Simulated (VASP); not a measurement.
# Ca2C (Fm-3m) in VASP: notebook

Ca2C is run at these levels: PBE; tasks: single point.

Everything below comes from runs of VASP 6.6.1. Logs are shortened: lines on timing, memory, paths and dates and some standing lists are left out, and cuts for length are marked.

## (1) The cell of the first run

It takes space group Fm-3m (No. 225, cubic). The conventional cell has a = 6.360 Å, b = 6.360 Å, c = 6.360 Å, α = 90.00°, β = 90.00°, γ = 90.00°. Within 3.6 Å of C (site symmetry m-3m) lie 8 Ca at 2.75 Å. Ca (site symmetry -43m) has 4 C at 2.75 Å and 6 Ca at 3.18 Å within 3.6 Å.

## (2) Single point, PBE (21.44 Å³/atom)

INCAR reads:

```
SYSTEM = Ca2C
PREC     = Accurate       ! precision mode
ENCUT    = 600            ! plane-wave cutoff, eV
EDIFF    = 1E-6           ! SCF threshold, eV
ISMEAR   = 0              ! smearing method
SIGMA    = 0.01           ! smearing width, eV
LREAL    = .FALSE.        ! projectors in reciprocal space
LASPH    = .TRUE.         ! aspherical terms in the spheres
NELM     = 120            ! most SCF steps
ALGO     = Normal         ! electronic algorithm
ISIF     = 2              ! what is computed and relaxed
LWAVE    = .FALSE.        ! write WAVECAR
LCHARG   = .FALSE.        ! write CHGCAR
GGA      = PE             ! functional
NBANDS   = 19             ! bands
GGA_COMPAT= .FALSE.
```

KPOINTS reads:

```
regular mesh
0
G
  4 4 4
  0 0 0
```

POSCAR reads:

```
Ca2C
1.0
    0.0000000000      3.1798777149      3.1798777149
    3.1798777149      0.0000000000      3.1798777149
    3.1798777149      3.1798777149      0.0000000000
C Ca
1 2
Direct
    0.0000000000      0.0000000000      0.0000000000
    0.2500000000      0.2500000000      0.2500000000
    0.7500000000      0.7500000000      0.7500000000
```

Potentials or basis: VASP PAW PBE potentials, release 64 (C, Ca_sv).

The run is started by

```
$ cat potpaw_PBE.64/C/POTCAR potpaw_PBE.64/Ca_sv/POTCAR > POTCAR
$ mpirun -np 1 vasp_std > vasp.out
```

OUTCAR:

```text
SYSTEM = Ca2C
   PREC = Accurate
   ENCUT = 600
   EDIFF = 1E-6
   ISMEAR = 0
   LREAL = .FALSE.
   LASPH = .TRUE.
   NELM = 120
   ISIF = 2
   GGA = PE

 ion  position               nearest neighbor table
   1  0.000  0.000  0.000-
   2  0.250  0.250  0.250-
   3  0.750  0.750  0.750-

  LATTYP: Found a face centered cubic cell.
 ALAT       =     6.3597554298

  Lattice vectors:

 A1 = (   0.0000000000,   3.1798777149,   3.1798777149)
 A2 = (   3.1798777149,   0.0000000000,   3.1798777149)
 A3 = (   3.1798777149,   3.1798777149,   0.0000000000)

Analysis of symmetry for initial positions (statically):
=====================================================================
 Subroutine PRICEL returns:
 Original cell was already a primitive cell.

 Routine SETGRP: Setting up the symmetry group for a
 face centered cubic supercell.

 Subroutine GETGRP returns: Found 48 space group operations
 (whereof 48 operations were pure point group operations)
 out of a pool of 48 trial point group operations.

The static configuration has the point symmetry O_h .

Analysis of symmetry for dynamics (positions and initial velocities):
=====================================================================
 Subroutine PRICEL returns:
 Original cell was already a primitive cell.

 Routine SETGRP: Setting up the symmetry group for a
 face centered cubic supercell.

 Subroutine GETGRP returns: Found 48 space group operations
 (whereof 48 operations were pure point group operations)
 out of a pool of 48 trial point group operations.

The dynamic configuration has the point symmetry O_h .

 Subroutine INISYM returns: Found 48 space group operations
 (whereof 48 operations are pure point group operations),
 and found     1 'primitive' translations

----------------------------------------------------------------------------------------

                                     Primitive cell

  volume of cell :      64.3074

  direct lattice vectors                    reciprocal lattice vectors
     0.000000000  3.179877715  3.179877715    -0.157238751  0.157238751  0.157238751
     3.179877715  0.000000000  3.179877715     0.157238751 -0.157238751  0.157238751
     3.179877715  3.179877715  0.000000000     0.157238751  0.157238751 -0.157238751

  length of vectors
     4.497026191  4.497026191  4.497026191     0.272345506  0.272345506  0.272345506

  position of ions in fractional coordinates (direct lattice)
     0.000000000  0.000000000  0.000000000
     0.250000000  0.250000000  0.250000000
     0.750000000  0.750000000  0.750000000

  ion indices of the primitive-cell ions
   primitive index   ion index
                 1           1
                 2           2
                 3           3

----------------------------------------------------------------------------------------

 KPOINTS: regular mesh

Automatic generation of k-mesh.
 Grid dimensions read from file:
 generate k-points for:    4    4    4

 Generating k-lattice:

  Cartesian coordinates                     Fractional coordinates (reciprocal lattice)
    -0.039309688  0.039309688  0.039309688     0.250000000  0.000000000  0.000000000
     0.039309688 -0.039309688  0.039309688     0.000000000  0.250000000  0.000000000
     0.039309688  0.039309688 -0.039309688     0.000000000  0.000000000  0.250000000

  Length of vectors
     0.068086376  0.068086376  0.068086376

  Shift w.r.t. Gamma in fractional coordinates (k-lattice)
     0.000000000  0.000000000  0.000000000

 Subroutine IBZKPT returns following result:
 ===========================================

 Found      8 irreducible k-points:

 Following reciprocal coordinates:
            Coordinates               Weight
  0.000000  0.000000  0.000000      1.000000
  0.250000  0.000000  0.000000      8.000000
  0.500000  0.000000  0.000000      4.000000
  0.250000  0.250000  0.000000      6.000000
  0.500000  0.250000  0.000000     24.000000
 -0.250000  0.250000  0.000000     12.000000
  0.500000  0.500000  0.000000      3.000000
 -0.250000  0.500000  0.250000      6.000000
   k-points           NKPTS =      8   k-points in BZ     NKDIM =      8   number of bands    NBANDS=     19
   number of dos      NEDOS =    301   number of ions     NIONS =      3
   total plane-waves  NPLWV =  46656
   dimension x,y,z NGX =    36 NGY =   36 NGZ =   36
   dimension x,y,z NGXF=    72 NGYF=   72 NGZF=   72
   ions per type =               1   2
   NGX,Y,Z   is equivalent  to a cutoff of  13.31, 13.31, 13.31 a.u.
   NGXF,Y,Z  is equivalent  to a cutoff of  26.62, 26.62, 26.62 a.u.
 SYSTEM =  Ca2C
   PREC   = accura    normal or accurate (medium, high low for compatibility)
   ISTART =      0    job   : 0-new  1-cont  2-samecut
   ICHARG =      2    charge: 1-file 2-atom 10-const
   ISPIN  =      1    spin polarized calculation?
   LNONCOLLINEAR =      F non collinear calculations
   LSORBIT =      F    spin-orbit coupling
   LASPH  =      T    aspherical Exc in radial PAW
   ENCUT  =  600.0 eV  44.10 Ry    6.64 a.u.   8.98  8.98  8.98*2*pi/ulx,y,z
   NELM   =    120;   NELMIN=  2; NELMDL= -5     # of ELM steps
   EDIFF  = 0.1E-05   stopping-criterion for ELM
   LREAL  =      F    real-space projection
   EDIFFG = 0.1E-04   stopping-criterion for IOM
   NSW    =      0    number of steps for IOM
   IBRION =     -1    ionic relax: 0-MD 1-quasi-New 2-CG
   NFREE  =      0    steps in history (QN), initial steepest desc. (CG)
   ISIF   =      2    stress and relaxation
   ISYM   =      2    0-nonsym 1-usesym 2-fastsym
   POTIM  = 0.5000    time-step for ionic-motion
   TEBEG  =    0.0;   TEEND  =   0.0 temperature during run
   PSTRESS=    0.0 pullay stress
   NELECT =      24.0000    total number of electrons
   NUPDOWN=      -1.0000    fix difference up-down
   EMIN   =  10.00;   EMAX   =-10.00  energy-range for DOS
   EFERMI =   0.00;   METHOD = LEGACY
   ISMEAR =     0;   SIGMA  =   0.01  broadening in eV -4-tet -1-fermi 0-gaus
   EFERMI_NEDOS =   21; number of points for ismear=-14 and -15
   IALGO  =     38    algorithm
   IMIX   =      4    mixing-type and parameters
     AMIX     =   0.40;   BMIX     =  1.00
     AMIX_MAG =   1.60;   BMIX_MAG =  1.00
  volume/ion in A,a.u.               =      21.44       144.66
  Fermi-wavevector in a.u.,A,eV,Ry     =   1.178668  2.227360 18.902006  1.389258
  Thomas-Fermi vector in A             =   2.314993
   LORBIT       =      0    0 simple, 1 ext, 2 COOP (PROOUT), +10 PAW based schemes
   GGA     = PE    functional components
   LHFCALC =     F    Hartree Fock is set to
   AEXX    =    0.0000 exact exchange contribution
   IVDW    =     0    specifies the selected vdW correction
   LEPSILON=     F    determine dielectric tensor
   LRPA    =     F    only Hartree local field effects (RPA)
 non-spin polarized calculation
 Gauss-broadening in eV      SIGMA  =   0.01
  energy-cutoff  :      600.00
  volume of cell :       64.31
 maximum number of plane-waves:      2180
   NGX = 17   NGY = 17   NGZ = 17

 number of electron      23.9999997 magnetization

 Free energy of the ion-electron system (eV)
  ---------------------------------------------------
  ext. energy  EPLUGINS =         0.00000000
  ---------------------------------------------------
  free energy    TOTEN  =       -12.05046537 eV

  energy without entropy =      -12.05046537  energy(sigma->0) =      -12.05046537

 E-fermi :   3.0317     XC(G=0):  -9.2952

 val. band max:        2.9764237147   @ k =   0.5000   0.5000   0.0000
 cond. band min:       3.2290909755   @ k =   0.5000   0.5000   0.0000
 fundamental gap:      0.2526672608
 Fermi energy:         3.0317451950

 k-point     1 :       0.0000    0.0000    0.0000
  band No.  band energies     occupation
      1     -37.4185      2.00000
      2     -37.2414      2.00000
      3     -18.5661      2.00000
      4     -18.5661      2.00000
      5     -18.5661      2.00000
      6     -18.1852      2.00000
      7     -18.1852      2.00000
      8     -18.1852      2.00000
      9      -5.2936      2.00000
     10       2.0300      2.00000
     11       2.0300      2.00000
     12       2.0300      2.00000
     13       3.6278      0.00000
     14       4.8670      0.00000
     15       4.8670      0.00000
     16       8.5754      0.00000
     17       8.5754      0.00000
     18       8.5754      0.00000
     19       9.3538      0.00000

 k-point     2 :       0.2500    0.0000    0.0000
  band No.  band energies     occupation
      1     -37.3917      2.00000
      2     -37.2665      2.00000
      3     -18.5318      2.00000
      4     -18.5161      2.00000
      5     -18.5161      2.00000
      6     -18.2682      2.00000
      7     -18.2469      2.00000
      8     -18.2469      2.00000
      9      -5.0100      2.00000
     10       1.2412      2.00000
     11       2.3081      2.00000
     12       2.3081      2.00000
     13       5.2107      0.00000
     14       5.2107      0.00000
     15       5.4397      0.00000
     16       7.1171      0.00000
     17       7.9951      0.00000
     18       7.9951      0.00000
     19       8.7367      0.00000

 k-point     3 :       0.5000    0.0000    0.0000
  band No.  band energies     occupation
      1     -37.3282      2.00000
      2     -37.3282      2.00000
      3     -18.4322      2.00000
      4     -18.4155      2.00000
      5     -18.3901      2.00000
      6     -18.3901      2.00000
      7     -18.3845      2.00000
      8     -18.3845      2.00000
      9      -4.7254      2.00000
     10       1.0654      2.00000
     11       2.6223      2.00000
     12       2.6223      2.00000
     13       5.6676      0.00000
     14       5.9091      0.00000
     15       5.9091      0.00000
     16       6.8633      0.00000
     17       7.3209      0.00000
     18       7.3247      0.00000
     19       7.4800      0.00000

 k-point     4 :       0.2500    0.2500    0.0000
  band No.  band energies     occupation
      1     -37.3877      2.00000
      2     -37.2696      2.00000
      3     -18.6074      2.00000
      4     -18.6074      2.00000
      5     -18.4739      2.00000
      6     -18.3306      2.00000
      7     -18.1591      2.00000
      8     -18.1591      2.00000
      9      -4.9283      2.00000
     10       1.0234      2.00000
     11       2.4970      2.00000
     12       2.4970      2.00000
     13       4.5784      0.00000
     14       5.2296      0.00000
     15       6.1641      0.00000
     16       7.1183      0.00000
     17       7.5236      0.00000
     18       7.5236      0.00000
     19       8.1931      0.00000

 k-point     5 :       0.5000    0.2500    0.0000
  band No.  band energies     occupation
      1     -37.3485      2.00000
      2     -37.3068      2.00000
      3     -18.6435      2.00000
      4     -18.5837      2.00000
      5     -18.5712      2.00000
      6     -18.2176      2.00000
      7     -18.2066      2.00000
      8     -18.1741      2.00000
      9      -4.6627      2.00000
     10       1.2460      2.00000
     11       2.3746      2.00000
     12       2.7924      2.00000
     13       4.0564      0.00000
     14       5.8562      0.00000
     15       6.1256      0.00000
     16       6.9892      0.00000
     17       7.0024      0.00000
     18       8.0202      0.00000
     19       8.2714      0.00000

 k-point     6 :      -0.2500    0.2500    0.0000
  band No.  band energies     occupation
      1     -37.3576      2.00000
      2     -37.2986      2.00000
      3     -18.6537      2.00000
      4     -18.4491      2.00000
      5     -18.4209      2.00000
      6     -18.3737      2.00000
      7     -18.3533      2.00000
      8     -18.1344      2.00000
      9      -4.7435      2.00000
     10       1.3088      2.00000
     11       2.2543      2.00000
     12       2.5830      2.00000
     13       4.5919      0.00000
     14       5.8243      0.00000
     15       6.0548      0.00000
     16       7.0796      0.00000
     17       7.5652      0.00000
     18       7.8872      0.00000
     19       7.9849      0.00000

 k-point     7 :       0.5000    0.5000    0.0000
  band No.  band energies     occupation
      1     -37.3566      2.00000
      2     -37.2977      2.00000
      3     -18.7483      2.00000
      4     -18.6483      2.00000
      5     -18.6483      2.00000
      6     -18.1328      2.00000
      7     -18.1328      2.00000
      8     -18.0860      2.00000
      9      -4.5922      2.00000
     10       1.0253      2.00000
     11       2.9764      2.00000
     12       2.9764      2.00000
     13       3.2291      0.00000
     14       5.3934      0.00000
     15       5.6571      0.00000
     16       7.5882      0.00000
     17       7.5882      0.00000
     18       7.9492      0.00000
     19       7.9493      0.00000

 k-point     8 :      -0.2500    0.5000    0.2500
  band No.  band energies     occupation
      1     -37.3273      2.00000
      2     -37.3273      2.00000
      3     -18.7069      2.00000
      4     -18.6904      2.00000
      5     -18.3961      2.00000
      6     -18.3961      2.00000
      7     -18.1100      2.00000
      8     -18.1089      2.00000
      9      -4.5871      2.00000
     10       1.8792      2.00000
     11       1.8792      2.00000
     12       2.7603      2.00000
     13       3.5930      0.00000
     14       5.9523      0.00000
     15       5.9523      0.00000
     16       7.0959      0.00000
     17       7.2913      0.00000
     18       7.2913      0.00000
     19       8.5874      0.00000

------------------------ aborting loop because EDIFF is reached ----------------------------------------

  FORCE on cell =-STRESS in cart. coord.  units (eV):
  Direction    XX          YY          ZZ          XY          YZ          ZX
  --------------------------------------------------------------------------------------
  -------------------------------------------------------------------------------------
  Total       -0.6584734     -0.6584734     -0.6584734      0.0000000      0.0000000     -0.0000000
  in kB      -16.4054279    -16.4054279    -16.4054279      0.0000000      0.0000000     -0.0000000
  external PRESSURE =     -16.4054279 kB  Pullay stress =       0.0000000 kB

 VOLUME and BASIS-vectors are now :
 -----------------------------------------------------------------------------
  energy-cutoff  :      600.00
  volume of cell :       64.31
      direct lattice vectors                 reciprocal lattice vectors
     0.000000000  3.179877715  3.179877715    -0.157238751  0.157238751  0.157238751
     3.179877715  0.000000000  3.179877715     0.157238751 -0.157238751  0.157238751
     3.179877715  3.179877715  0.000000000     0.157238751  0.157238751 -0.157238751

 POSITION                                       TOTAL-FORCE (eV/Angst)
 -----------------------------------------------------------------------------------
      0.00000      0.00000      0.00000        -0.000000     -0.000000     -0.000000
      1.58994      1.58994      1.58994         0.000000      0.000000      0.000000
      4.76982      4.76982      4.76982        -0.000000     -0.000000      0.000000
 -----------------------------------------------------------------------------------
    total drift:                                0.000000      0.000000      0.000000

  FREE ENERGIE OF THE ION-ELECTRON SYSTEM (eV)
  ---------------------------------------------------
  free  energy   TOTEN  =       -12.0504653674 eV

  energy  without entropy=      -12.0504653674  energy(sigma->0) =      -12.05046537
```

Wall time 14 s (1 thread of Intel Xeon Platinum 8259CL at 2.50GHz (Skylake/Cascade Lake), shared host); peak memory 0.2 GiB.

What came out:

```yaml
Free_energy: -12.0505 eV
Pressure: -1.6 GPa
Band_gap_on_the_k_mesh: 0.25 eV
```

Caveat: the k points lie up to 0.43 Å⁻¹ apart. A k mesh can miss the band edges.

## (3) Single point, PBE (22.46 Å³/atom)

This run uses another cell than the first one, of 22.46 Å³/atom.

INCAR reads:

```
SYSTEM = Ca2C
PREC = Accurate ; ENCUT = 600
EDIFF = 1E-6 ; ISMEAR = 0
SIGMA = 0.01 ; LREAL = .FALSE.
LASPH = .TRUE. ; NELM = 120
ALGO = Normal ; ISIF = 2
LWAVE = .FALSE. ; LCHARG = .FALSE.
GGA = PE ; NBANDS = 19
GGA_COMPAT = .FALSE.
```

KPOINTS reads:

```
Automatic mesh
0
G
  4 4 4
  0 0 0
```

POSCAR reads:

```
Ca2C
1.0
    0.0000000000      3.2295713308      3.2295713308
    3.2295713308      0.0000000000      3.2295713308
    3.2295713308      3.2295713308      0.0000000000
C Ca
1 2
Direct
    0.0000000000      0.0000000000      0.0000000000
    0.2500000000      0.2500000000      0.2500000000
    0.7500000000      0.7500000000      0.7500000000
```

Potentials or basis: VASP PAW PBE potentials, release 64 (C, Ca_sv).

The run is started by

```
$ cat potpaw_PBE.64/C/POTCAR potpaw_PBE.64/Ca_sv/POTCAR > POTCAR
$ mpirun -np 1 vasp_std > vasp.out
```

Wall time 14 s (1 thread of Intel Xeon Platinum 8259CL at 2.50GHz (Skylake/Cascade Lake), shared host); peak memory 0.2 GiB.

The run converged. Its results:

```yaml
Free_energy: -12.0002 eV
Pressure: -3.6 GPa
Band_gap_on_the_k_mesh: 0.30 eV
```

Levels at points of the mesh, in eV from the valence-band top:
```
           k point  band 10  band 11  band 12  band 13  band 14  band 15
(0.00, 0.00, 0.00)    -0.84    -0.84    -0.84     0.51     1.91     1.91
(0.50, 0.00, 0.00)    -1.88    -0.30    -0.30     2.66     2.88     2.88
(0.50, 0.50, 0.00)    -1.90     0.00     0.00     0.30     2.35     2.66
```

Caveat: the k points lie up to 0.42 Å⁻¹ apart. A k mesh can miss the band edges.
